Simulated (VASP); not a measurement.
# HgTe (P4/mmm) in VASP: single point with PBE

Aim: the single point of HgTe with PBE.

All numbers are computed with VASP 6.6.1; they aren't measurements. Logs are shortened: lines on timing, memory, paths and dates and some standing lists are left out, and cuts for length are marked.

**1. The cell of the first run**

The structure is tetragonal, space group P4/mmm (No. 123). The conventional cell has a = 3.883 Å, b = 3.883 Å, c = 3.654 Å, α = 90.00°, β = 90.00°, γ = 90.00°. Within 4.3 Å of Hg (site symmetry 4/mmm) lie 8 Te at 3.30 Å and 6 Hg at 3.65 to 3.88 Å. Within 4.3 Å of Te (site symmetry 4/mmm) lie 8 Hg at 3.30 Å and 6 Te at 3.65 to 3.88 Å.

**2. Single point, PBE**

Contents of INCAR:

```
SYSTEM = HgTe
ALGO     = Normal         ! electronic algorithm
EDIFF    = 1E-6           ! SCF threshold, eV
ENCUT    = 520            ! plane-wave cutoff, eV
GGA      = PE             ! functional
ISIF     = 2              ! what is computed and relaxed
ISMEAR   = 0              ! smearing method
LASPH    = .TRUE.         ! aspherical terms in the spheres
LCHARG   = .FALSE.        ! write CHGCAR
LREAL    = .FALSE.        ! projectors in reciprocal space
LWAVE    = .FALSE.        ! write WAVECAR
NBANDS   = 16             ! bands
NELM     = 80             ! most SCF steps
PREC     = Accurate       ! precision mode
SIGMA    = 0.1            ! smearing width, eV
```

Contents of KPOINTS:

```
k-points
0
G
  4 4 6
  0 0 0
```

Contents of POSCAR:

```
HgTe
1.0
    3.8825340089      0.0000000000      0.0000000000
    0.0000000000      3.8825340089      0.0000000000
    0.0000000000      0.0000000000      3.6544723096
Hg Te
1 1
Direct
    0.5000000000      0.5000000000      0.0000000000
    0.0000000000      0.0000000000      0.5000000000
```

Potentials or basis: VASP PAW PBE potentials, release 64 (Hg, Te).

Run with:

```bash
cat potpaw_PBE.64/Hg/POTCAR potpaw_PBE.64/Te/POTCAR > POTCAR
mpirun -np 1 vasp_std > vasp.out
```

OUTCAR:

```text
SYSTEM = HgTe
   EDIFF = 1E-6
   ENCUT = 520
   GGA = PE
   ISIF = 2
   ISMEAR = 0
   LASPH = .TRUE.
   LREAL = .FALSE.
   NELM = 80
   PREC = Accurate

 ion  position               nearest neighbor table
   1  0.500  0.500  0.000-   2 3.30   2 3.30   2 3.30   2 3.30   2 3.30   2 3.30   2 3.30   2 3.30

   2  0.000  0.000  0.500-   1 3.30   1 3.30   1 3.30   1 3.30   1 3.30   1 3.30   1 3.30   1 3.30

  LATTYP: Found a simple tetragonal cell.
 ALAT       =     3.8825340089
 C/A-ratio  =     0.9412595746

  Lattice vectors:

 A1 = (   3.8825340089,   0.0000000000,   0.0000000000)
 A2 = (   0.0000000000,   3.8825340089,   0.0000000000)
 A3 = (   0.0000000000,   0.0000000000,   3.6544723096)

Analysis of symmetry for initial positions (statically):
=====================================================================
 Subroutine PRICEL returns:
 Original cell was already a primitive cell.

 Routine SETGRP: Setting up the symmetry group for a
 simple tetragonal supercell.

 Subroutine GETGRP returns: Found 16 space group operations
 (whereof 16 operations were pure point group operations)
 out of a pool of 16 trial point group operations.

The static configuration has the point symmetry D_4h.

Analysis of symmetry for dynamics (positions and initial velocities):
=====================================================================
 Subroutine PRICEL returns:
 Original cell was already a primitive cell.

 Routine SETGRP: Setting up the symmetry group for a
 simple tetragonal supercell.

 Subroutine GETGRP returns: Found 16 space group operations
 (whereof 16 operations were pure point group operations)
 out of a pool of 16 trial point group operations.

The dynamic configuration has the point symmetry D_4h.

 Subroutine INISYM returns: Found 16 space group operations
 (whereof 16 operations are pure point group operations),
 and found     1 'primitive' translations

----------------------------------------------------------------------------------------

                                     Primitive cell

  volume of cell :      55.0878

  direct lattice vectors                    reciprocal lattice vectors
     3.882534009  0.000000000  0.000000000     0.257563745  0.000000000  0.000000000
     0.000000000  3.882534009  0.000000000     0.000000000  0.257563745  0.000000000
     0.000000000  0.000000000  3.654472310     0.000000000  0.000000000  0.273637318

  length of vectors
     3.882534009  3.882534009  3.654472310     0.257563745  0.257563745  0.273637318

  position of ions in fractional coordinates (direct lattice)
     0.500000000  0.500000000  0.000000000
     0.000000000  0.000000000  0.500000000

  ion indices of the primitive-cell ions
   primitive index   ion index
                 1           1
                 2           2

----------------------------------------------------------------------------------------

 KPOINTS: k-points

Automatic generation of k-mesh.
 Grid dimensions read from file:
 generate k-points for:    4    4    6

 Generating k-lattice:

  Cartesian coordinates                     Fractional coordinates (reciprocal lattice)
     0.064390936  0.000000000  0.000000000     0.250000000  0.000000000  0.000000000
     0.000000000  0.064390936  0.000000000     0.000000000  0.250000000  0.000000000
     0.000000000  0.000000000  0.045606220     0.000000000  0.000000000  0.166666667

  Length of vectors
     0.064390936  0.064390936  0.045606220

  Shift w.r.t. Gamma in fractional coordinates (k-lattice)
     0.000000000  0.000000000  0.000000000

 Subroutine IBZKPT returns following result:
 ===========================================

 Found     24 irreducible k-points:

 Following reciprocal coordinates:
            Coordinates               Weight
  0.000000  0.000000  0.000000      1.000000
  0.250000  0.000000  0.000000      4.000000
  0.500000  0.000000  0.000000      2.000000
  0.250000  0.250000  0.000000      4.000000
  0.500000  0.250000  0.000000      4.000000
  0.500000  0.500000  0.000000      1.000000
[... 16 lines left out ...]
  0.500000  0.250000  0.500000      4.000000
  0.500000  0.500000  0.500000      1.000000
   k-points           NKPTS =     24   k-points in BZ     NKDIM =     24   number of bands    NBANDS=     16
   number of dos      NEDOS =    301   number of ions     NIONS =      2
   total plane-waves  NPLWV =  25200
   dimension x,y,z NGX =    30 NGY =   30 NGZ =   28
   dimension x,y,z NGXF=    60 NGYF=   60 NGZF=   56
   ions per type =               1   1
   NGX,Y,Z   is equivalent  to a cutoff of  12.85, 12.85, 12.74 a.u.
   NGXF,Y,Z  is equivalent  to a cutoff of  25.69, 25.69, 25.48 a.u.
 SYSTEM =  HgTe
   PREC   = accura    normal or accurate (medium, high low for compatibility)
   ISTART =      0    job   : 0-new  1-cont  2-samecut
   ICHARG =      2    charge: 1-file 2-atom 10-const
   ISPIN  =      1    spin polarized calculation?
   LNONCOLLINEAR =      F non collinear calculations
   LSORBIT =      F    spin-orbit coupling
   LASPH  =      T    aspherical Exc in radial PAW
   ENCUT  =  520.0 eV  38.22 Ry    6.18 a.u.   7.22  7.22  6.79*2*pi/ulx,y,z
   NELM   =     80;   NELMIN=  2; NELMDL= -5     # of ELM steps
   EDIFF  = 0.1E-05   stopping-criterion for ELM
   LREAL  =      F    real-space projection
   EDIFFG = 0.1E-04   stopping-criterion for IOM
   NSW    =      0    number of steps for IOM
   IBRION =     -1    ionic relax: 0-MD 1-quasi-New 2-CG
   NFREE  =      0    steps in history (QN), initial steepest desc. (CG)
   ISIF   =      2    stress and relaxation
   ISYM   =      2    0-nonsym 1-usesym 2-fastsym
   POTIM  = 0.5000    time-step for ionic-motion
   TEBEG  =    0.0;   TEEND  =   0.0 temperature during run
   PSTRESS=    0.0 pullay stress
   NELECT =      18.0000    total number of electrons
   NUPDOWN=      -1.0000    fix difference up-down
   EMIN   =  10.00;   EMAX   =-10.00  energy-range for DOS
   EFERMI =   0.00;   METHOD = LEGACY
   ISMEAR =     0;   SIGMA  =   0.10  broadening in eV -4-tet -1-fermi 0-gaus
   EFERMI_NEDOS =   21; number of points for ismear=-14 and -15
   IALGO  =     38    algorithm
   IMIX   =      4    mixing-type and parameters
     AMIX     =   0.40;   BMIX     =  1.00
     AMIX_MAG =   1.60;   BMIX_MAG =  1.00
  volume/ion in A,a.u.               =      27.54       185.88
  Fermi-wavevector in a.u.,A,eV,Ry     =   1.127580  2.130817 17.298938  1.271436
  Thomas-Fermi vector in A             =   2.264266
   LORBIT       =      0    0 simple, 1 ext, 2 COOP (PROOUT), +10 PAW based schemes
   GGA     = PE    functional components
   LHFCALC =     F    Hartree Fock is set to
   AEXX    =    0.0000 exact exchange contribution
   IVDW    =     0    specifies the selected vdW correction
   LEPSILON=     F    determine dielectric tensor
   LRPA    =     F    only Hartree local field effects (RPA)
 non-spin polarized calculation
 Gauss-broadening in eV      SIGMA  =   0.10
  energy-cutoff  :      520.00
  volume of cell :       55.09
 maximum number of plane-waves:      1504
 NGX is ok and might be reduce to    30
   NGX = 15   NGY = 15   NGZ = 13

 number of electron      17.9999995 magnetization

 Free energy of the ion-electron system (eV)
  ---------------------------------------------------
  ext. energy  EPLUGINS =         0.00000000
  ---------------------------------------------------
  free energy    TOTEN  =        -2.83648683 eV

  energy without entropy =       -2.83114533  energy(sigma->0) =       -2.83381608

 E-fermi :   4.6255     XC(G=0): -10.1573

 val. band max:        4.5112674748   @ k =   0.5000   0.2500   0.1667
 cond. band min:       4.6286318693   @ k =   0.5000   0.5000   0.1667
 fundamental gap:      0.1173643945
 Fermi energy:         4.6254959953

 k-point     1 :       0.0000    0.0000    0.0000
  band No.  band energies     occupation
      1      -7.5410      2.00000
      2      -1.8092      2.00000
      3      -1.7387      2.00000
      4      -1.3393      2.00000
      5      -1.2814      2.00000
      6      -1.2814      2.00000
[... 8 lines left out ...]
     15      14.7991      0.00000
     16      17.3068      0.00000

 k-point     2 :       0.2500    0.0000    0.0000
  band No.  band energies     occupation
      1      -7.1488      2.00000
      2      -1.8018      2.00000
      3      -1.7233      2.00000
      4      -1.5020      2.00000
      5      -1.4041      2.00000
      6      -1.2749      2.00000
[... 8 lines left out ...]
     15      13.3831      0.00000
     16      15.9904      0.00000

 k-point     3 :       0.5000    0.0000    0.0000
  band No.  band energies     occupation
      1      -6.6237      2.00000
      2      -2.2942      2.00000
      3      -1.7385      2.00000
      4      -1.6464      2.00000
      5      -1.5171      2.00000
      6      -1.2685      2.00000
[... 8 lines left out ...]
     15      14.8788      0.00000
     16      17.9046      0.00000

 k-point     4 :       0.2500    0.2500    0.0000
  band No.  band energies     occupation
      1      -6.8306      2.00000
      2      -1.8509      2.00000
      3      -1.5701      2.00000
      4      -1.5316      2.00000
      5      -1.3979      2.00000
      6      -1.3439      2.00000
[... 8 lines left out ...]
     15      14.3449      0.00000
     16      15.8880      0.00000
[... 324 lines left out ...]
 k-point    22 :       0.2500    0.2500    0.5000
  band No.  band energies     occupation
      1      -5.9195      2.00000
      2      -1.8765      2.00000
      3      -1.7519      2.00000
      4      -1.4124      2.00000
      5      -1.3022      2.00000
      6      -1.2870      2.00000
[... 8 lines left out ...]
     15      15.0094      0.00000
     16      16.2023      0.00000

 k-point    23 :       0.5000    0.2500    0.5000
  band No.  band energies     occupation
      1      -5.6321      2.00000
      2      -1.8693      2.00000
      3      -1.8547      2.00000
      4      -1.5298      2.00000
      5      -1.3365      2.00000
      6      -1.0503      2.00000
[... 8 lines left out ...]
     15      17.9943      0.00000
     16      18.0310      0.00000

 k-point    24 :       0.5000    0.5000    0.5000
  band No.  band energies     occupation
      1      -5.1874      2.00000
      2      -2.1227      2.00000
      3      -2.1227      2.00000
      4      -2.1138      2.00000
      5      -1.1047      2.00000
      6      -1.0269      2.00000
[... 8 lines left out ...]
     15      20.3496      0.00000
     16      20.6716      0.00000

------------------------ aborting loop because EDIFF is reached ----------------------------------------

  FORCE on cell =-STRESS in cart. coord.  units (eV):
  Direction    XX          YY          ZZ          XY          YZ          ZX
  --------------------------------------------------------------------------------------
  -------------------------------------------------------------------------------------
  Total        0.0275258      0.0275258      0.0397091      0.0000000      0.0000000      0.0000000
  in kB        0.8005617      0.8005617      1.1549018      0.0000000      0.0000000      0.0000000
  external PRESSURE =       0.9186751 kB  Pullay stress =       0.0000000 kB

 VOLUME and BASIS-vectors are now :
 -----------------------------------------------------------------------------
  energy-cutoff  :      520.00
  volume of cell :       55.09
      direct lattice vectors                 reciprocal lattice vectors
     3.882534009  0.000000000  0.000000000     0.257563745  0.000000000  0.000000000
     0.000000000  3.882534009  0.000000000     0.000000000  0.257563745  0.000000000
     0.000000000  0.000000000  3.654472310     0.000000000  0.000000000  0.273637318

 POSITION                                       TOTAL-FORCE (eV/Angst)
 -----------------------------------------------------------------------------------
      1.94127      1.94127      0.00000         0.000000      0.000000      0.000000
      0.00000      0.00000      1.82724         0.000000      0.000000      0.000000
 -----------------------------------------------------------------------------------
    total drift:                                0.000000      0.000000      0.000000

  FREE ENERGIE OF THE ION-ELECTRON SYSTEM (eV)
  ---------------------------------------------------
  free  energy   TOTEN  =        -2.8364868341 eV

  energy  without entropy=       -2.8311453257  energy(sigma->0) =       -2.83381608
```

Wall time 24 s (1 thread of Intel Xeon 8259CL, shared host); peak memory 0.17 GiB.

Results:

```yaml
Free_energy: -2.8365 eV
Pressure: 0.1 GPa
Band_gap_on_the_k_mesh: zero (bands 9 and 10 overlap by 2.34 eV)
```

Levels at points of the mesh, in eV from the Fermi level:
```csv
k point,band 5,band 6,band 7,band 8,band 9,band 10,band 11,band 12,band 13,band 14
"(0.00, 0.00, 0.00)",-5.91,-5.91,-2.15,-1.13,-1.13,-0.25,5.54,5.94,9.47,9.47
"(0.50, 0.00, 0.00)",-6.14,-5.89,-5.29,0.40,1.02,2.59,3.19,5.27,6.12,6.51
"(0.50, 0.50, 0.00)",-5.75,-5.65,-4.03,-4.03,-2.93,1.02,7.33,7.33,7.86,9.05
"(0.00, 0.00, 0.50)",-6.28,-5.94,-5.01,0.56,0.56,2.17,2.84,5.52,5.52,6.04
"(0.50, 0.00, 0.50)",-5.72,-5.68,-4.08,-3.78,-2.50,0.47,6.41,6.60,7.61,8.10
"(0.50, 0.50, 0.50)",-5.73,-5.65,-1.78,-1.32,-1.32,-0.93,1.32,1.45,1.45,15.72
```

Caveat: the k points lie up to 0.40 Å⁻¹ apart, too coarse for converged energies and pressures of a metal; spin-orbit coupling is left out, which moves the levels of the heavy elements.
